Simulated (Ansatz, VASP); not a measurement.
# Two plane-wave programs on Zn2CdO3

```
Zn Cd O
1.0
     5.48050    0.00000    0.00000
    -2.74025    4.74626    0.00000
     0.00000    0.00000    2.78940
Zn Cd O
2 1 3
Cartesian
  2.7403 1.5821 0.0000
  0.0000 3.1642 0.0000
  0.0000 0.0000 0.0000
  2.7403 0.0000 1.3947
  -1.3701 2.3731 1.3947
  1.3701 2.3731 1.3947
```

Change from the starting cell: species swapped into the NdB2Rh3 type (P6/mmm, No. 191).

Alike in both runs: functional PBE; k mesh 12 × 12 × 14; occupations gaussian, width 0.1 eV; no spin polarisation.

Ansatz relaxed the structure, and its values are those at the end. VASP's run is a single point on that final structure, the one shown.

|  | VASP | Ansatz |
| --- | --- | --- |
| version | VASP 6.6.1 | Ansatz 0.2.0 |
| potentials or method | VASP PAW PBE potentials, release 64 (Zn, Cd_sv_GW, O), cutoff 700 eV | scalar-relativistic, plane waves, PAW |
| valence electrons in the cell | 62 | 62 |

Ansatz gave:

- gap on the k mesh at the Fermi level (eV): none
- pressure (GPa): 0.0

Problem. What did VASP give for the same quantities?

Solution. gap on the k mesh at the Fermi level (eV): none; pressure (GPa): 0.4.

A gap of «none» marks a metal or a gap that the smearing closes.
